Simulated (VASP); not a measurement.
Input of a VASP 6.6.1 run:

Contents of INCAR:

```
SYSTEM = C
PREC = Accurate
ENCUT = 600
EDIFF = 1E-6
ISMEAR = -1
SIGMA = 0.1
LREAL = .False.
LASPH = .True.
NELM = 120
ALGO = Normal
ISIF = 2
LWAVE = .False.
LCHARG = .False.
GGA = PE
NBANDS = 8
GGA_COMPAT = .False.
```

KPOINTS

```
Automatic mesh
0
Gamma
  8 8 8
  0 0 0
```

File POSCAR:

```
C
1.0
    0.0000000000      2.1790000000      2.1790000000
    2.1790000000      0.0000000000      2.1790000000
    2.1790000000      2.1790000000      0.0000000000
C
1
Direct
    0.2500000000      0.2500000000      0.2500000000
```

Potentials or basis: VASP PAW PBE potentials, release 64 (C).

Launch:

```console
$ cat potpaw_PBE.64/C/POTCAR > POTCAR
$ mpirun -np 1 vasp_std > vasp.out
```

(1) Predict the pressure.

(2) What does it give for the band gap on the k mesh?

Results:

(1) -19.8 GPa.

(2) zero (band 2 reaches 1.12 eV, above the bottom of band 3 at -1.89 eV).
